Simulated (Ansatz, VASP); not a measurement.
# MgSi in VASP and in Ansatz

Contents of POSCAR:

```
MgSi
1.0
    2.9083940000      0.0000000000      0.0000000000
    0.0000000000      2.9083940000      0.0000000000
    0.0000000000      0.0000000000      4.1034270000
Mg Si
1 1
Direct
    0.0000000000      0.0000000000      0.0000000000
    0.5000000000      0.5000000000      0.5060924686
```

INCAR.step1

```
  PREC = Accurate
  ENCUT = 520
  ISMEAR = 0
  SIGMA = 0.15
  LREAL = False
  LASPH = True
  NELM = 80
  NBANDS = 10
  GGA = PE
  ALGO = Normal
  EDIFF = 1E-4
  LWAVE = True
  LCHARG = False
```

File INCAR.step2:

```
  PREC = Accurate
  ENCUT = 520
  EDIFF = 1E-7
  ISMEAR = 0
  SIGMA = 0.15
  LREAL = False
  LASPH = True
  NELM = 80
  ALGO = Normal
  ISIF = 2
  LWAVE = False
  LCHARG = True
  METAGGA = R2SCAN
  LMIXTAU = True
  LELF = True
  LVHAR = True
  NBANDS = 10
  ISTART = 1
```

File KPOINTS:

```
Automatic mesh
0
Gamma
  16 16 12
```

Input for Ansatz:

```yaml
crystal:
  lattice:
    - [2.908394, 0.0, 0.0]
    - [0.0, 2.908394, 0.0]
    - [0.0, 0.0, 4.103427]
  atoms:
    - { symbol: Mg, position: [0.0, 0.0, 0.0] }
    - { symbol: Si, position: [0.5, 0.5, 0.5060924686] }
basis:
  ecutwfc: 500
kpoints:
  mp_grid: { grid: [16, 16, 12] }
hamiltonian:
  xc: r2scan
scf:
  occupations: { method: gaussian, width: 0.15 }
output:
  forces: true
  stress: true
  eigenvalues: true
```

Change from the starting cell: all Si atoms moved +0.025 Å, as atom 2 along Cartesian [0 0 1].

Alike in both runs: task single point; functional r2SCAN; k mesh 16 × 16 × 12; occupations gaussian, width 0.15 eV; no spin polarisation.

```csv
,VASP,Ansatz
version,VASP 6.6.1,Ansatz 0.2.0
potentials or method,"VASP PAW PBE potentials, release 64 (Mg, Si), cutoff 520 eV","scalar-relativistic, plane waves, PAW"
valence electrons in the cell,6,14
```

```tsv
	VASP	Ansatz	Ansatz less VASP
gap on the k mesh at the Fermi level (eV)	none	none	-
pressure (GPa)	-1.5	-1.3	+0.29
traceless stress, the component that is largest in VASP (GPa)	-2.18	-2.14	+0.044
rms of the force components (eV/Å)	0.055	0.055	+0.0006
```

VASP's potentials were made for PBE, not for r2SCAN. Atom by atom the forces differ by 0.001 eV/Å (rms over components). A gap of «none» marks a metal or a gap that the smearing closes. VASP's potentials hold 6 valence electrons a cell and Ansatz's 14, so a difference there can come from the potentials and not from the codes.
